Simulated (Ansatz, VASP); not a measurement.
Ag2Pt in VASP and in Ansatz

```
Ag Pt
1.0
     0.00000    3.13703    3.13703
     3.13703    0.00000    3.13703
     3.13703    3.13703    0.00000
Ag Pt
2 1
Cartesian
  1.5685 1.5685 1.5685
  4.7055 4.7055 4.7055
  0.0000 0.0000 0.0000
```

Alike in both runs: functional PBE; k mesh 12 × 12 × 12; occupations gaussian, width 0.1 eV; no spin polarisation.

Ansatz relaxed the structure, and its values are those at the end. VASP's run is a single point on that final structure, the one shown.

```csv
,VASP,Ansatz
version,VASP 6.6.1,Ansatz 0.2.0
potentials or method,"VASP PAW PBE potentials, release 64 (Ag, Pt), cutoff 520 eV","scalar-relativistic, plane waves, PAW"
valence electrons in the cell,32,56
```

VASP gave:

- gap on the k mesh at the Fermi level (eV): none
- pressure (GPa): -0.1

Task: Which values does Ansatz return?

Result: gap on the k mesh at the Fermi level (eV): none; pressure (GPa): 0.0.

A gap of «none» marks a metal or a gap that the smearing closes. With one functional, cell and mesh, what is left measures potentials, basis and numerics. VASP's potentials hold 32 valence electrons a cell and Ansatz's 56, so a difference there can come from the potentials and not from the codes.

Neither program's run includes spin-orbit coupling.
